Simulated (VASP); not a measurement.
# Ti6B12H in VASP: single point with PBE+D3(BJ)

Aim: the single point of Ti6B12H with PBE+D3(BJ).

Program: VASP 6.6.1. These are calculated values, not measurements. Logs are shortened: lines on timing, memory, paths and dates and some standing lists are left out, and cuts for length are marked.

### Step 1. The cell of the first run

The cell holds a slab with vacuum, 38 atoms: a = 6.007 Å, b = 6.363 Å, c = 25.687 Å, α = 90.00°, β = 90.00°, γ = 90.00°.

### Step 2. Single point, PBE+D3(BJ)

Contents of INCAR:

```
PREC = Accurate
ENCUT = 520
EDIFF = 1E-6
ISMEAR = 0
SIGMA = 0.1
LREAL = Auto
LASPH = True
NELM = 60
ALGO = Normal
ISIF = 2
LWAVE = False
LCHARG = True
LDIPOL = True
IDIPOL = 3
DIPOL = 0.5 0.5 0.460
GGA = PE
IVDW = 12
LELF = True
LVHAR = True
LVACPOTAV = True
NBANDS = 134
```

Contents of KPOINTS:

```
Automatic mesh
0
Gamma
  3 3 1
```

Contents of POSCAR:

```
Ti6B12H
1.0
    6.0074565210      0.0000000000      0.0000000000
    0.0000000000      6.3633101418      0.0000000000
    0.0000000000      0.0000000000     25.6868132791
B Ti H
24 12 2
Direct
    0.5000000000      0.2500000000      0.3114438491
    0.5000000000      0.7500000000      0.3114438491
    0.0000000000      0.2500000000      0.3114438491
    0.0000000000      0.7500000000      0.3114438491
    0.5000000000      0.2500000000      0.3789572188
    0.5000000000      0.7500000000      0.3789572188
    0.0000000000      0.2500000000      0.3789572188
    0.0000000000      0.7500000000      0.3789572188
    0.7500000000      0.2500000000      0.4127139036
    0.7500000000      0.7500000000      0.4127139036
    0.2500000000      0.2500000000      0.4127139036
    0.2500000000      0.7500000000      0.4127139036
    0.7500031274      0.2500000000      0.4809306776
    0.7500020878      0.7500000000      0.4809200642
    0.2499968726      0.2500000000      0.4809306776
    0.2499979122      0.7500000000      0.4809200642
    0.0000000000      0.2500000000      0.5146659159
    0.0000000000      0.7500000000      0.5146529404
    0.5000000000      0.2500000000      0.5146574899
    0.5000000000      0.7500000000      0.5146233208
    0.0000000000      0.2500000000      0.5801235437
    0.0000000000      0.7500000000      0.5801006313
    0.5000000000      0.2500000000      0.5801063202
    0.5000000000      0.7500000000      0.5800397664
    0.2500000000      0.0000000000      0.3452005340
    0.2500000000      0.5000000000      0.3452005340
    0.7500000000      0.0000000000      0.3452005340
    0.7500000000      0.5000000000      0.3452005340
    0.5000000000      0.0000045652      0.4470524995
    0.5000000000      0.4999954348      0.4470524995
    0.0000000000      0.0000014302      0.4470562415
    0.0000000000      0.4999985698      0.4470562415
    0.7499907461     -0.0000166627      0.5514965161
    0.7499907461      0.5000166627      0.5514965161
    0.2500092539     -0.0000166627      0.5514965161
    0.2500092539      0.5000166627      0.5514965161
    0.5000000000      0.7500000000      0.6893860739
    0.5000000000      0.7500000000      0.7186640003
```

Potentials or basis: VASP PAW PBE potentials, release 64 (B, Ti_sv, H).

Launch:

```sh
> cat potpaw_PBE.64/B/POTCAR potpaw_PBE.64/Ti_sv/POTCAR potpaw_PBE.64/H/POTCAR > POTCAR
> mpirun -np 1 vasp_std > vasp.out
```

OUTCAR:

```text
PREC = Accurate
   ENCUT = 520
   EDIFF = 1E-6
   ISMEAR = 0
   LREAL = Auto
   LASPH = True
   NELM = 60
   ISIF = 2
   GGA = PE
   IVDW = 12
 IVDW          = 12

 ion  position               nearest neighbor table
   1  0.500  0.250  0.311-   5 1.73  25 2.35  26 2.35  27 2.35  28 2.35
   2  0.500  0.750  0.311-   6 1.73  25 2.35  26 2.35  27 2.35  28 2.35
   3  0.000  0.250  0.311-   7 1.73  25 2.35  26 2.35  27 2.35  28 2.35
   4  0.000  0.750  0.311-   8 1.73  25 2.35  26 2.35  27 2.35  28 2.35
   5  0.500  0.250  0.379-   9 1.73  11 1.73   1 1.73  25 2.35  26 2.35  27 2.35  28 2.35  29 2.36
                            30 2.36
   6  0.500  0.750  0.379-  10 1.73  12 1.73   2 1.73  25 2.35  26 2.35  27 2.35  28 2.35  29 2.36
                            30 2.36
   7  0.000  0.250  0.379-   9 1.73  11 1.73   3 1.73  25 2.35  26 2.35  27 2.35  28 2.35  31 2.36
                            32 2.36
   8  0.000  0.750  0.379-  10 1.73  12 1.73   4 1.73  25 2.35  26 2.35  27 2.35  28 2.35  31 2.36
                            32 2.36
   9  0.750  0.250  0.413-   5 1.73   7 1.73  13 1.75  27 2.35  28 2.35  29 2.36  30 2.36  31 2.36
                            32 2.36
  10  0.750  0.750  0.413-   6 1.73   8 1.73  14 1.75  27 2.35  28 2.35  29 2.36  30 2.36  31 2.36
                            32 2.36
  11  0.250  0.250  0.413-   5 1.73   7 1.73  15 1.75  25 2.35  26 2.35  29 2.36  30 2.36  31 2.36
[... 32 lines left out ...]
                            10 2.36  12 2.36   5 2.36   6 2.36
  30  0.500  0.500  0.447-  14 2.35  16 2.35  20 2.35  13 2.35  15 2.35  19 2.36   9 2.36  11 2.36
                            10 2.36  12 2.36   5 2.36   6 2.36
  31  0.000  0.000  0.447-  14 2.35  16 2.35  15 2.35  13 2.35  18 2.35  17 2.36   9 2.36  11 2.36
                            10 2.36  12 2.36   7 2.36   8 2.36
  32  0.000  0.500  0.447-  14 2.35  16 2.35  15 2.35  13 2.35  18 2.35  17 2.36   9 2.36  11 2.36
                            10 2.36  12 2.36   7 2.36   8 2.36
  33  0.750  1.000  0.551-  24 2.31  22 2.31  23 2.31  21 2.31  18 2.38  17 2.38  19 2.38  20 2.38
                            13 2.41  14 2.41
  34  0.750  0.500  0.551-  24 2.31  22 2.31  23 2.31  21 2.31  18 2.38  17 2.38  19 2.38  20 2.38
                            13 2.41  14 2.41
  35  0.250  1.000  0.551-  24 2.31  22 2.31  23 2.31  21 2.31  18 2.38  17 2.38  19 2.38  20 2.38
                            15 2.41  16 2.41
  36  0.250  0.500  0.551-  24 2.31  22 2.31  23 2.31  21 2.31  18 2.38  17 2.38  19 2.38  20 2.38
                            15 2.41  16 2.41
  37  0.500  0.750  0.689-  38 0.75
  38  0.500  0.750  0.719-  37 0.75

  LATTYP: Found a simple orthorhombic cell.
 ALAT       =     6.0074565210
 B/A-ratio  =     1.0592353219
 C/A-ratio  =     4.2758217541

  Lattice vectors:

 A1 = (   6.0074565210,   0.0000000000,   0.0000000000)
 A2 = (   0.0000000000,   6.3633101418,   0.0000000000)
 A3 = (   0.0000000000,   0.0000000000,  25.6868132791)

Analysis of symmetry for initial positions (statically):
=====================================================================
 Subroutine PRICEL returns:
 Original cell was already a primitive cell.

 Routine SETGRP: Setting up the symmetry group for a
 simple orthorhombic supercell.

 Subroutine GETGRP returns: Found  4 space group operations
 (whereof  2 operations were pure point group operations)
 out of a pool of  8 trial point group operations.

The static configuration has the point symmetry C_1h.
 The point group associated with its full space group is C_2v.

Analysis of symmetry for dynamics (positions and initial velocities):
=====================================================================
 Subroutine PRICEL returns:
 Original cell was already a primitive cell.

 Routine SETGRP: Setting up the symmetry group for a
 simple orthorhombic supercell.

 Subroutine GETGRP returns: Found  4 space group operations
 (whereof  2 operations were pure point group operations)
 out of a pool of  8 trial point group operations.

The dynamic configuration has the point symmetry C_1h.
 The point group associated with its full space group is C_2v.

 Subroutine INISYM returns: Found  4 space group operations
 (whereof  2 operations are pure point group operations),
 and found     1 'primitive' translations

----------------------------------------------------------------------------------------

                                     Primitive cell

  volume of cell :     981.9377

  direct lattice vectors                    reciprocal lattice vectors
     6.007456521  0.000000000  0.000000000     0.166459798  0.000000000  0.000000000
[... 99 lines left out ...]
     0.000000000  0.052383638  0.000000000     0.000000000  0.333333333  0.000000000
     0.000000000  0.000000000  0.038930481     0.000000000  0.000000000  1.000000000

  Length of vectors
     0.055486599  0.052383638  0.038930481

  Shift w.r.t. Gamma in fractional coordinates (k-lattice)
     0.000000000  0.000000000  0.000000000

 Subroutine IBZKPT returns following result:
 ===========================================

 Found      4 irreducible k-points:

 Following reciprocal coordinates:
            Coordinates               Weight
  0.000000  0.000000  0.000000      1.000000
  0.333333  0.000000  0.000000      2.000000
  0.000000  0.333333  0.000000      2.000000
  0.333333  0.333333  0.000000      4.000000
   k-points           NKPTS =      4   k-points in BZ     NKDIM =      4   number of bands    NBANDS=    134
   number of dos      NEDOS =    301   number of ions     NIONS =     38
   total plane-waves  NPLWV = 442368
   dimension x,y,z NGX =    48 NGY =   48 NGZ =  192
   dimension x,y,z NGXF=    96 NGYF=   96 NGZF=  384
   ions per type =              24  12   2
   NGX,Y,Z   is equivalent  to a cutoff of  13.28, 12.54, 12.43 a.u.
   NGXF,Y,Z  is equivalent  to a cutoff of  26.57, 25.08, 24.85 a.u.
 SYSTEM =  unknown system
   PREC   = accura    normal or accurate (medium, high low for compatibility)
   ISTART =      0    job   : 0-new  1-cont  2-samecut
   ICHARG =      2    charge: 1-file 2-atom 10-const
   ISPIN  =      1    spin polarized calculation?
   LNONCOLLINEAR =      F non collinear calculations
   LSORBIT =      F    spin-orbit coupling
   LASPH  =      T    aspherical Exc in radial PAW
   ENCUT  =  520.0 eV  38.22 Ry    6.18 a.u.  11.17 11.83 47.76*2*pi/ulx,y,z
   NELM   =     60;   NELMIN=  2; NELMDL= -5     # of ELM steps
   EDIFF  = 0.1E-05   stopping-criterion for ELM
   LREAL  =      T    real-space projection
   EDIFFG = 0.1E-04   stopping-criterion for IOM
   NSW    =      0    number of steps for IOM
   IBRION =     -1    ionic relax: 0-MD 1-quasi-New 2-CG
   NFREE  =      0    steps in history (QN), initial steepest desc. (CG)
   ISIF   =      2    stress and relaxation
   ISYM   =      2    0-nonsym 1-usesym 2-fastsym
   POTIM  = 0.5000    time-step for ionic-motion
   TEBEG  =    0.0;   TEEND  =   0.0 temperature during run
   PSTRESS=    0.0 pullay stress
   NELECT =     218.0000    total number of electrons
   NUPDOWN=      -1.0000    fix difference up-down
   EMIN   =  10.00;   EMAX   =-10.00  energy-range for DOS
   EFERMI =   0.00;   METHOD = LEGACY
   ISMEAR =     0;   SIGMA  =   0.10  broadening in eV -4-tet -1-fermi 0-gaus
   EFERMI_NEDOS =   21; number of points for ismear=-14 and -15
   IALGO  =     38    algorithm
   IMIX   =      4    mixing-type and parameters
     AMIX     =   0.40;   BMIX     =  1.00
     AMIX_MAG =   1.60;   BMIX_MAG =  1.00
  volume/ion in A,a.u.               =      25.84       174.38
  Fermi-wavevector in a.u.,A,eV,Ry     =   0.991286  1.873259 13.369739  0.982648
  Thomas-Fermi vector in A             =   2.123017
   LORBIT       =      0    0 simple, 1 ext, 2 COOP (PROOUT), +10 PAW based schemes
   GGA     = PE    functional components
   LHFCALC =     F    Hartree Fock is set to
   AEXX    =    0.0000 exact exchange contribution
   IVDW    =    12    specifies the selected vdW correction
   LEPSILON=     F    determine dielectric tensor
   LRPA    =     F    only Hartree local field effects (RPA)
 non-spin polarized calculation
 Gauss-broadening in eV      SIGMA  =   0.10
  energy-cutoff  :      520.00
  volume of cell :      981.94
 maximum number of plane-waves:     26471
 NGX is ok and might be reduce to    48
   NGX = 23   NGY = 23   NGZ = 95

 dipolmoment           0.000000      0.000000      0.593819 electrons x Angstroem

 number of electron     217.9999952 magnetization

 dipolmoment           0.000000      0.000000     -0.009042 electrons x Angstroem

 Free energy of the ion-electron system (eV)
  ---------------------------------------------------
  ext. energy  EPLUGINS =         0.00000000
  ---------------------------------------------------
  free energy    TOTEN  =      -276.82015034 eV

  energy without entropy =     -276.77354324  energy(sigma->0) =     -276.79684679

 E-fermi :  -0.7142     XC(G=0):  -4.9850

 val. band max:       -0.7496654372   @ k =   0.0000   0.0000   0.0000
 cond. band min:      -0.7079801575   @ k =   0.3333   0.3333   0.0000
 fundamental gap:      0.0416852798
 Fermi energy:        -0.7142309961

 k-point     1 :       0.0000    0.0000    0.0000
  band No.  band energies     occupation
      1     -57.4012      2.00000
      2     -57.3839      2.00000
      3     -57.3686      2.00000
      4     -57.3519      2.00000
      5     -57.2433      2.00000
      6     -57.2409      2.00000
[... 485 lines left out ...]
    120       1.1037      0.00000
    121       1.1434      0.00000
 [bands above 121 left out]

------------------------ aborting loop because EDIFF is reached ----------------------------------------

 Edisp (eV)  -11.16084

 E8    (eV) :    -4.7870

  FORCE on cell =-STRESS in cart. coord.  units (eV):
  Direction    XX          YY          ZZ          XY          YZ          ZX
  --------------------------------------------------------------------------------------
  -------------------------------------------------------------------------------------
  Total     -17.33673   -21.98342    -2.02743     0.00000     0.00000     0.00000
  in kB     -28.28746   -35.86921    -3.30805     0.00000     0.00000     0.00000
  external pressure =      -22.49 kB  Pullay stress =        0.00 kB

 VOLUME and BASIS-vectors are now :
 -----------------------------------------------------------------------------
  energy-cutoff  :      520.00
  volume of cell :      981.94
      direct lattice vectors                 reciprocal lattice vectors
     6.007456521  0.000000000  0.000000000     0.166459798  0.000000000  0.000000000
     0.000000000  6.363310142  0.000000000     0.000000000  0.157150913  0.000000000
     0.000000000  0.000000000 25.686813279     0.000000000  0.000000000  0.038930481

 POSITION                                       TOTAL-FORCE (eV/Angst)
 -----------------------------------------------------------------------------------
      3.00373      1.59083      8.00000        -0.000000      0.000000      0.974010
      3.00373      4.77248      8.00000        -0.000000      0.000000      0.974390
      0.00000      1.59083      8.00000        -0.000000      0.000000      0.974287
      0.00000      4.77248      8.00000        -0.000000      0.000000      0.973593
      3.00373      1.59083      9.73420        -0.000000      0.000000     -0.211202
      3.00373      4.77248      9.73420        -0.000000      0.000000     -0.211426
[... 30 lines left out ...]
      3.00373      4.77248     17.70813        -0.000000      0.000000      0.017096
      3.00373      4.77248     18.46019        -0.000000      0.000000     -0.022429
 -----------------------------------------------------------------------------------
    total drift:                                0.000000      0.000000      0.142405

  FREE ENERGIE OF THE ION-ELECTRON SYSTEM (eV)
  ---------------------------------------------------
  free  energy   TOTEN  =      -287.9809937781 eV

  energy  without entropy=     -287.9343866810  energy(sigma->0) =     -287.95769023

 vacuum level on the upper side and lower side of the slab         4.857         4.899
```

Wall time 26 min (1 thread of Intel Xeon Platinum 8259CL at 2.50GHz (Skylake/Cascade Lake), shared host); peak memory 1 GiB.

What came out:

```
Free energy                : -287.9810 eV
Largest force              : 1.063 eV/Å
Band gap on the k mesh     : zero (bands 109 and 110 overlap by 0.72 eV)
Dispersion energy per atom : -0.294 eV
```

Forces on the atoms (eV/Å):
```
B    0.000  0.000  0.974
B    0.000  0.000  0.974
B    0.000  0.000  0.974
B    0.000  0.000  0.974
B    0.000  0.000 -0.211
B    0.000  0.000 -0.211
B    0.000  0.000 -0.211
B    0.000  0.000 -0.211
B    0.001  0.000  0.280
B    0.001  0.000  0.277
B   -0.001  0.000  0.280
B   -0.001  0.000  0.277
B    0.000  0.000  0.000
B    0.002  0.000  0.000
B    0.000  0.000  0.000
B   -0.002  0.000  0.000
B    0.000  0.000 -0.012
B    0.000  0.000 -0.012
B    0.000  0.000 -0.012
B    0.000  0.000 -0.012
B    0.000  0.000  0.013
B    0.000  0.000  0.015
B    0.000  0.000  0.015
B    0.000  0.000  0.016
Ti   0.000  0.000 -1.063
Ti   0.000  0.000 -1.063
Ti   0.000  0.000 -1.063
Ti   0.000  0.000 -1.063
Ti   0.000  0.000  0.010
Ti   0.000  0.000  0.010
Ti   0.000  0.000  0.010
Ti   0.000  0.000  0.010
Ti   0.001  0.001  0.010
Ti   0.001 -0.001  0.010
Ti  -0.001  0.001  0.010
Ti  -0.001 -0.001  0.010
H    0.000  0.000  0.017
H    0.000  0.000 -0.022
```

Levels at points of the mesh, in eV from the Fermi level:
```csv
k point,band 106,band 107,band 108,band 109,band 110,band 111
"(0.00, 0.00, 0.00)",-0.50,-0.04,0.43,0.45,0.47,0.52
```

The gap in the log of VASP goes by the Fermi energy; the results here count the filled bands.